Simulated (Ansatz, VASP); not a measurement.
# One calculation of MgI2, two programs

The input INCAR:

```
SYSTEM = MgI2
ALGO     = Normal         ! electronic algorithm
EDIFF    = 1E-6           ! SCF threshold, eV
ENCUT    = 520            ! plane-wave cutoff, eV
GGA      = PE             ! functional
ISIF     = 2              ! what is computed and relaxed
ISMEAR   = 0              ! smearing method
LASPH    = .TRUE.         ! aspherical terms in the spheres
LCHARG   = .FALSE.        ! write CHGCAR
LREAL    = .FALSE.        ! projectors in reciprocal space
LWAVE    = .FALSE.        ! write WAVECAR
NBANDS   = 25             ! bands
NELM     = 80             ! most SCF steps
PREC     = Accurate       ! precision mode
SIGMA    = 0.1            ! smearing width, eV
```

File KPOINTS:

```
k-points
0
G
  4 4 1
  0 0 0
```

Contents of POSCAR:

```
MgI2
1.0
    4.4259358502      0.0000000000      0.0000000000
    0.0005140673      4.4297583367      0.0000000000
    0.8602478012      1.2236951817     15.3899803626
Mg I
2 4
Direct
    0.4485341992      0.5777812687      0.7482476017
    0.5514658008      0.4222187313      0.2517523983
    0.9275027772      0.5462640871      0.8564425014
    0.0724972228      0.4537359129      0.1435574986
    0.4707970632      0.1077446740      0.6401052833
    0.5292029368      0.8922553260      0.3598947167
```

Input for Ansatz:

```yaml
crystal:
  lattice:
    - [4.4259358502, 0.0, 0.0]
    - [0.0005140673, 4.4297583367, 0.0]
    - [0.8602478012, 1.2236951817, 15.3899803626]
  atoms:
    - { symbol: Mg, position: [0.4485341992, 0.5777812687, 0.7482476017] }
    - { symbol: Mg, position: [0.5514658008, 0.4222187313, 0.2517523983] }
    - { symbol: I, position: [0.9275027772, 0.5462640871, 0.8564425014] }
    - { symbol: I, position: [0.0724972228, 0.4537359129, 0.1435574986] }
    - { symbol: I, position: [0.4707970632, 0.107744674, 0.6401052833] }
    - { symbol: I, position: [0.5292029368, 0.892255326, 0.3598947167] }
basis:
  ecutwfc: 420
kpoints:
  mp_grid: { grid: [4, 4, 1] }
hamiltonian:
  xc: pbe
scf:
  occupations: { method: gaussian, width: 0.1 }
  lower_state_search: "off"
output:
  forces: true
  stress: true
  eigenvalues: true
```

Change from the starting cell: the structure that the rattled cell fell into.

Alike in both runs: task single point; functional PBE; k mesh 4 × 4 × 1; occupations gaussian, width 0.1 eV; no spin polarisation.

|  | VASP | Ansatz |
| --- | --- | --- |
| version | VASP 6.6.1 | Ansatz 0.2.0 |
| potentials or method | VASP PAW PBE potentials, release 64 (Mg, I), cutoff 520 eV | scalar-relativistic, plane waves, PAW |
| valence electrons in the cell | 32 | 88 |

|  | VASP | Ansatz | Ansatz less VASP |
| --- | --- | --- | --- |
| gap on the k mesh at the Fermi level (eV) | 3.30 | 3.30 | +0.009 |
| least direct gap on the mesh (eV) | 3.43 | 3.44 | +0.010 |
| pressure (GPa) | 0.0 | 0.0 | +0.02 |
| traceless stress, the component that is largest in VASP (GPa) | 0.13 | 0.13 | +0.002 |
| rms of the force components (eV/Å) | 0.004 | 0.004 | -0.0006 |

Atom by atom the forces differ by 0.003 eV/Å (rms over components). VASP's potentials hold 32 valence electrons a cell and Ansatz's 88, so a difference there can come from the potentials and not from the codes.

Spin-orbit coupling is off throughout.
